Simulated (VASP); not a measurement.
# Co (P6_3/mmc) in VASP: a series of runs

The runs below take Co through single point, with PBEsol.

All numbers are computed with VASP 6.6.1; they aren't measurements. Logs are shortened: lines on timing, memory, paths and dates and some standing lists are left out, and cuts for length are marked.

## 1. The cell of the first run

Symmetry: P6_3/mmc, No. 194, hexagonal system. Conventional cell: a = 2.507 Å, b = 2.507 Å, c = 4.070 Å, α = 90.00°, β = 90.00°, γ = 120.00°. Within 3.3 Å of Co (site symmetry -6m2) lie 12 Co at 2.50 to 2.51 Å.

## 2. Single point, PBEsol, collinear spin, ferromagnetic start

The input, INCAR:

```
SYSTEM = Co
PREC = Accurate
ENCUT = 520
EDIFF = 1E-6
ISMEAR = -1
SIGMA = 0.1
LREAL = .FALSE.
LASPH = .TRUE.
NELM = 150
ALGO = Normal
ISIF = 2
LWAVE = .FALSE.
LCHARG = .FALSE.
ISPIN = 2
MAGMOM = 1.8 1.8
LORBIT = 11
LMAXMIX = 4
GGA = PS
NBANDS = 20
```

The input, KPOINTS:

```
regular mesh
0
G
  4 4 2
  0 0 0
```

The input, POSCAR:

```
Co
1.0
    2.5074000000      0.0000000000      0.0000000000
   -1.2537000000      2.1714721000      0.0000000000
    0.0000000000      0.0000000000      4.0699000000
Co
2
Direct
    0.3333333300      0.6666666700      0.2500000000
    0.6666666700      0.3333333300      0.7500000000
```

Potentials or basis: VASP PAW PBE potentials, release 64 (Co).

The run is started by

```bash
> cat potpaw_PBE.64/Co/POTCAR > POTCAR
> mpirun -np 1 vasp_std > vasp.out
```

OUTCAR:

```text
SYSTEM = Co
   PREC = Accurate
   ENCUT = 520
   EDIFF = 1E-6
   ISMEAR = -1
   LREAL = .FALSE.
   LASPH = .TRUE.
   NELM = 150
   ISIF = 2
   ISPIN = 2
   LORBIT = 11
   GGA = PS

 ion  position               nearest neighbor table
   1  0.333  0.667  0.250-   2 2.50   2 2.50   2 2.50   2 2.50   2 2.50   2 2.50
   2  0.667  0.333  0.750-   1 2.50   1 2.50   1 2.50   1 2.50   1 2.50   1 2.50

  LATTYP: Found a hexagonal cell.
 ALAT       =     2.5074000000
 C/A-ratio  =     1.6231554598

  Lattice vectors:

 A1 = (   2.5074000000,   0.0000000000,   0.0000000000)
 A2 = (  -1.2537000000,   2.1714721000,   0.0000000000)
 A3 = (   0.0000000000,   0.0000000000,   4.0699000000)

Analysis of symmetry for initial positions (statically):
=====================================================================
 Subroutine PRICEL returns:
 Original cell was already a primitive cell.

 Routine SETGRP: Setting up the symmetry group for a
 hexagonal supercell.

 Subroutine GETGRP returns: Found 24 space group operations
 (whereof 12 operations were pure point group operations)
 out of a pool of 24 trial point group operations.

The static configuration has the point symmetry D_3d.
 The point group associated with its full space group is D_6h.

Analysis of symmetry for dynamics (positions and initial velocities):
=====================================================================
 Subroutine PRICEL returns:
 Original cell was already a primitive cell.

 Routine SETGRP: Setting up the symmetry group for a
 hexagonal supercell.

 Subroutine GETGRP returns: Found 24 space group operations
 (whereof 12 operations were pure point group operations)
 out of a pool of 24 trial point group operations.

The dynamic configuration has the point symmetry D_3d.
 The point group associated with its full space group is D_6h.

Analysis of structural, dynamic, and magnetic symmetry:
=====================================================================
 Subroutine PRICEL returns:
 Original cell was already a primitive cell.

 Routine SETGRP: Setting up the symmetry group for a
 hexagonal supercell.

 Subroutine GETGRP returns: Found 24 space group operations
 (whereof 12 operations were pure point group operations)
 out of a pool of 24 trial point group operations.

The overall configuration has the point symmetry D_3d.
 The point group associated with its full space group is D_6h.

 Subroutine INISYM returns: Found 24 space group operations
 (whereof 12 operations are pure point group operations),
 and found     1 'primitive' translations

----------------------------------------------------------------------------------------

                                     Primitive cell

  volume of cell :      22.1596

  direct lattice vectors                    reciprocal lattice vectors
     2.507400000  0.000000000  0.000000000     0.398819494  0.230258542  0.000000000
    -1.253700000  2.171472100  0.000000000     0.000000000  0.460517084  0.000000000
     0.000000000  0.000000000  4.069900000     0.000000000  0.000000000  0.245706283

  length of vectors
     2.507400000  2.507400002  4.069900000     0.460517085  0.460517084  0.245706283

  position of ions in fractional coordinates (direct lattice)
     0.333333330  0.666666670  0.250000000
     0.666666670  0.333333330  0.750000000

  ion indices of the primitive-cell ions
   primitive index   ion index
                 1           1
                 2           2

----------------------------------------------------------------------------------------

 KPOINTS: regular mesh

Automatic generation of k-mesh.
 Grid dimensions read from file:
 generate k-points for:    4    4    2

 Generating k-lattice:

  Cartesian coordinates                     Fractional coordinates (reciprocal lattice)
     0.099704874  0.057564636  0.000000000     0.250000000  0.000000000  0.000000000
     0.000000000  0.115129271  0.000000000     0.000000000  0.250000000  0.000000000
     0.000000000  0.000000000  0.122853141     0.000000000  0.000000000  0.500000000

  Length of vectors
     0.115129271  0.115129271  0.122853141

  Shift w.r.t. Gamma in fractional coordinates (k-lattice)
     0.000000000  0.000000000  0.000000000

 Subroutine IBZKPT returns following result:
 ===========================================

 Found      8 irreducible k-points:

 Following reciprocal coordinates:
            Coordinates               Weight
  0.000000  0.000000  0.000000      1.000000
  0.250000  0.000000  0.000000      6.000000
  0.500000  0.000000  0.000000      3.000000
  0.250000  0.250000  0.000000      6.000000
  0.000000  0.000000  0.500000      1.000000
  0.250000  0.000000  0.500000      6.000000
  0.500000  0.000000  0.500000      3.000000
  0.250000  0.250000  0.500000      6.000000
   k-points           NKPTS =      8   k-points in BZ     NKDIM =      8   number of bands    NBANDS=     20
   number of dos      NEDOS =    301   number of ions     NIONS =      2
   total plane-waves  NPLWV =  12000
   dimension x,y,z NGX =    20 NGY =   20 NGZ =   30
   dimension x,y,z NGXF=    40 NGYF=   40 NGZF=   60
   ions per type =               2
   NGX,Y,Z   is equivalent  to a cutoff of  13.26, 13.26, 12.25 a.u.
   NGXF,Y,Z  is equivalent  to a cutoff of  26.52, 26.52, 24.51 a.u.
 SYSTEM =  Co
   PREC   = accura    normal or accurate (medium, high low for compatibility)
   ISTART =      0    job   : 0-new  1-cont  2-samecut
   ICHARG =      2    charge: 1-file 2-atom 10-const
   ISPIN  =      2    spin polarized calculation?
   LNONCOLLINEAR =      F non collinear calculations
   LSORBIT =      F    spin-orbit coupling
   LASPH  =      T    aspherical Exc in radial PAW
   ENCUT  =  520.0 eV  38.22 Ry    6.18 a.u.   4.66  4.66  7.57*2*pi/ulx,y,z
   NELM   =    150;   NELMIN=  2; NELMDL= -5     # of ELM steps
   EDIFF  = 0.1E-05   stopping-criterion for ELM
   LREAL  =      F    real-space projection
   EDIFFG = 0.1E-04   stopping-criterion for IOM
   NSW    =      0    number of steps for IOM
   IBRION =     -1    ionic relax: 0-MD 1-quasi-New 2-CG
   NFREE  =      0    steps in history (QN), initial steepest desc. (CG)
   ISIF   =      2    stress and relaxation
   ISYM   =      2    0-nonsym 1-usesym 2-fastsym
   POTIM  = 0.5000    time-step for ionic-motion
   TEBEG  =    0.0;   TEEND  =   0.0 temperature during run
   PSTRESS=    0.0 pullay stress
   NELECT =      18.0000    total number of electrons
   NUPDOWN=      -1.0000    fix difference up-down
   EMIN   =  10.00;   EMAX   =-10.00  energy-range for DOS
   EFERMI =   0.00;   METHOD = LEGACY
   ISMEAR =    -1;   SIGMA  =   0.10  broadening in eV -4-tet -1-fermi 0-gaus
   EFERMI_NEDOS =   21; number of points for ismear=-14 and -15
   IALGO  =     38    algorithm
   IMIX   =      4    mixing-type and parameters
     AMIX     =   0.40;   BMIX     =  1.00
     AMIX_MAG =   1.60;   BMIX_MAG =  1.00
  volume/ion in A,a.u.               =      11.08        74.77
  Fermi-wavevector in a.u.,A,eV,Ry     =   1.527490  2.886538 31.745475  2.333227
  Thomas-Fermi vector in A             =   2.635379
   LORBIT       =     11    0 simple, 1 ext, 2 COOP (PROOUT), +10 PAW based schemes
   GGA     = PS    functional components
   LHFCALC =     F    Hartree Fock is set to
   AEXX    =    0.0000 exact exchange contribution
   IVDW    =     0    specifies the selected vdW correction
   LEPSILON=     F    determine dielectric tensor
   LRPA    =     F    only Hartree local field effects (RPA)
 spin polarized calculation
  energy-cutoff  :      520.00
  volume of cell :       22.16
 maximum number of plane-waves:       604
 NGX is ok and might be reduce to    20
   NGX =  9   NGY =  9   NGZ = 15

 number of electron      18.0000002 magnetization       3.3554320

 Free energy of the ion-electron system (eV)
  ---------------------------------------------------
  ext. energy  EPLUGINS =         0.00000000
  ---------------------------------------------------
  free energy    TOTEN  =       -15.40638445 eV

  energy without entropy =      -15.32530974  energy(sigma->0) =      -15.36584710

 E-fermi :   9.8145     XC(G=0): -13.4466

 val. band max:        9.7439513436   @ k =   0.0000   0.0000   0.0000
 cond. band min:       9.8428998494   @ k =   0.5000   0.0000   0.5000
 fundamental gap:      0.0989485058
 Fermi energy:         9.8145080688

 spin component 1

 k-point     1 :       0.0000    0.0000    0.0000
  band No.  band energies     occupation
      1       0.9018      1.00000
      2       4.7346      1.00000
      3       7.2242      1.00000
      4       7.2839      1.00000
      5       7.2839      1.00000
      6       7.5851      1.00000
[... 12 lines left out ...]
     19      35.3054      0.00000
     20      35.3054      0.00000
[... 139 lines left out ...]
 k-point     8 :       0.2500    0.2500    0.5000
  band No.  band energies     occupation
      1       5.5148      1.00000
      2       5.5148      1.00000
      3       6.5273      1.00000
      4       6.5273      1.00000
      5       6.9665      1.00000
      6       6.9665      1.00000
[... 12 lines left out ...]
     19      36.2033      0.00000
     20      36.2033      0.00000
 Fermi energy:         9.8145080688

 spin component 2

 k-point     1 :       0.0000    0.0000    0.0000
  band No.  band energies     occupation
      1       1.0147      1.00000
      2       5.7428      1.00000
      3       8.9194      0.99987
      4       8.9194      0.99987
      5       8.9390      0.99984
      6       9.2710      0.99566
[... 12 lines left out ...]
     19      35.6961      0.00000
     20      35.6961      0.00000
[... 139 lines left out ...]
 k-point     8 :       0.2500    0.2500    0.5000
  band No.  band energies     occupation
      1       6.5534      1.00000
      2       6.5534      1.00000
      3       7.8236      1.00000
      4       7.8236      1.00000
      5       8.3171      1.00000
      6       8.3171      1.00000
[... 12 lines left out ...]
     19      36.4244      0.00000
     20      36.4244      0.00000

------------------------ aborting loop because EDIFF is reached ----------------------------------------

  FORCE on cell =-STRESS in cart. coord.  units (eV):
  Direction    XX          YY          ZZ          XY          YZ          ZX
  --------------------------------------------------------------------------------------
  -------------------------------------------------------------------------------------
  Total       -1.9847839     -1.9847839     -1.2774136     -0.0000000      0.0000000      0.0000000
  in kB     -143.5034047   -143.5034050    -92.3592703     -0.0000000      0.0000000      0.0000000
  external PRESSURE =    -126.4553600 kB  Pullay stress =       0.0000000 kB

 VOLUME and BASIS-vectors are now :
 -----------------------------------------------------------------------------
  energy-cutoff  :      520.00
  volume of cell :       22.16
      direct lattice vectors                 reciprocal lattice vectors
     2.507400000  0.000000000  0.000000000     0.398819494  0.230258542  0.000000000
    -1.253700000  2.171472100  0.000000000     0.000000000  0.460517084  0.000000000
     0.000000000  0.000000000  4.069900000     0.000000000  0.000000000  0.245706283

 POSITION                                       TOTAL-FORCE (eV/Angst)
 -----------------------------------------------------------------------------------
     -0.00000      1.44765      1.01747        -0.000000      0.000000      0.000000
      1.25370      0.72382      3.05242         0.000000      0.000000      0.000000
 -----------------------------------------------------------------------------------
    total drift:                               -0.000000      0.000000     -0.000000

  FREE ENERGIE OF THE ION-ELECTRON SYSTEM (eV)
  ---------------------------------------------------
  free  energy   TOTEN  =       -15.4063844490 eV

  energy  without entropy=      -15.3253097440  energy(sigma->0) =      -15.36584710

 total charge

# of ion       s       p       d       tot
------------------------------------------
    1        0.484   0.491   7.262   8.236
    2        0.484   0.491   7.262   8.236
--------------------------------------------------
tot          0.968   0.981  14.524  16.473

 magnetization (x)

# of ion       s       p       d       tot
------------------------------------------
    1       -0.011  -0.033   1.730   1.687
    2       -0.011  -0.033   1.730   1.687
--------------------------------------------------
tot         -0.021  -0.065   3.460   3.373
```

Run time: 24 s. Hardware: 1 thread of AMD EPYC 7R13, shared host; peak memory 0.11 GiB.

Results:

```yaml
Free_energy: -15.4064 eV
Pressure: -12.6 GPa
Net_moment: 3.36 μB per cell
Site_moments: Co +1.69 μB
Valence_electrons_inside_the_program's_atomic_spheres: Co 8.24
```

Stress tensor (GPa, compression positive):
```
-14.35   0.00   0.00
  0.00 -14.35   0.00
  0.00   0.00  -9.24
```

Caveat: the k points lie up to 0.77 Å⁻¹ apart; the PAW data sets were made with another functional, which shifts forces and pressure a little.

## 3. Single point, PBEsol, collinear spin, ferromagnetic start

The input, INCAR:

```
SYSTEM = Co
ALGO = Normal
EDIFF = 1E-7
ENCUT = 520
GGA = PS
ISIF = 2
ISMEAR = -1
ISPIN = 2
LASPH = .True.
LCHARG = .False.
LMAXMIX = 4
LORBIT = 11
LREAL = .False.
LWAVE = .False.
MAGMOM = 1.8 1.8
NBANDS = 20
NELM = 150
PREC = Accurate
SIGMA = 0.1
```

The input, KPOINTS:

```
k-points
0
Gamma
  5 5 3
  0 0 0
```

POSCAR is that of step 2.

Potentials or basis: VASP PAW PBE potentials, release 64 (Co).

The run is started by

```bash
> cat potpaw_PBE.64/Co/POTCAR > POTCAR
> mpirun -np 1 vasp_std > vasp.out
```

It took 29 s on 1 thread of AMD EPYC 7R13, shared host; peak memory 0.11 GiB.

Results (log left out):

```yaml
Free_energy: -15.3857 eV
Pressure: -12.0 GPa
Net_moment: 3.53 μB per cell
Site_moments: Co +1.77 μB
Valence_electrons_inside_the_program's_atomic_spheres: Co 8.23
```

Stress tensor (GPa, compression positive):
```
-10.24   0.00   0.00
  0.00 -10.24   0.00
  0.00   0.00 -15.49
```

Levels at points of the mesh, in eV from the Fermi level:
Spin up:
```tsv
k point	band 7	band 8	band 9	band 10	band 11	band 12	band 13	band 14	band 15	band 16
(0.00, 0.00, 0.00)	-2.28	-1.96	-1.96	-0.90	-0.90	-0.19	6.06	21.76	24.14	24.14
```
Spin down:
| k point | band 3 | band 4 | band 5 | band 6 | band 7 | band 8 | band 9 | band 10 | band 11 | band 12 |
| --- | --- | --- | --- | --- | --- | --- | --- | --- | --- | --- |
| (0.00, 0.00, 0.00) | -0.93 | -0.83 | -0.83 | -0.48 | -0.48 | -0.09 | -0.09 | -0.09 | 1.08 | 1.08 |

Caveat: the k points lie up to 0.58 Å⁻¹ apart; the PAW data sets were made with another functional, which shifts forces and pressure a little.

## 4. Single point, PBEsol, collinear spin, ferromagnetic start

The input, INCAR:

```
PREC = Accurate ; ENCUT = 520
EDIFF = 1E-6 ; ISMEAR = -1
SIGMA = 0.1 ; LREAL = F
LASPH = T ; NELM = 150
ALGO = Normal ; ISIF = 2
LWAVE = F ; LCHARG = F
ISPIN = 2 ; MAGMOM = 1.8 1.8
LORBIT = 11 ; LMAXMIX = 4
GGA = PS ; NBANDS = 20
```

The input, KPOINTS:

```
Automatic mesh
0
Gamma
  6 6 3
```

POSCAR is that of step 3.

The run is started by

```bash
> cat potpaw_PBE.64/Co/POTCAR > POTCAR
> mpirun -np 1 vasp_std > vasp.out
```

It took 32 s on 1 thread of AMD EPYC 7R13, shared host; peak memory 0.11 GiB.

The run converged. Its results:

| Item | Value |
| --- | --- |
| Free energy | -15.4879 eV |
| Pressure | -14.5 GPa |
| Net moment | 3.26 μB per cell |
| Site moments | Co +1.65 μB |
| Valence electrons inside the program's atomic spheres | Co 8.23 |

Stress tensor (GPa, compression positive):
```
-15.30   0.00   0.00
  0.00 -15.30   0.00
  0.00   0.00 -12.94
```

Levels at points of the mesh, in eV from the Fermi level:
Spin up:
```
           k point  band 7  band 8  band 9  band 10  band 11  band 12  band 13  band 14  band 15  band 16
(0.00, 0.00, 0.00)   -2.29   -1.96   -1.96    -0.90    -0.90    -0.22     6.05    21.74    24.11    24.11
(0.50, 0.00, 0.00)   -2.20   -0.74   -0.69    -0.60     1.20     3.15     9.39    10.02    12.43    13.57
```
Spin down:
| k point | band 3 | band 4 | band 5 | band 6 | band 7 | band 8 | band 9 | band 10 | band 11 | band 12 |
| --- | --- | --- | --- | --- | --- | --- | --- | --- | --- | --- |
| (0.00, 0.00, 0.00) | -1.02 | -0.96 | -0.96 | -0.61 | -0.61 | -0.21 | -0.16 | -0.16 | 1.01 | 1.01 |
| (0.50, 0.00, 0.00) | -3.17 | -1.84 | -1.08 | -1.03 | -0.65 | 1.13 | 1.25 | 1.29 | 2.44 | 4.15 |

Caveat: the k points lie up to 0.51 Å⁻¹ apart; the PAW data sets were made with another functional, which shifts forces and pressure a little.

[end of part 1 of 2]
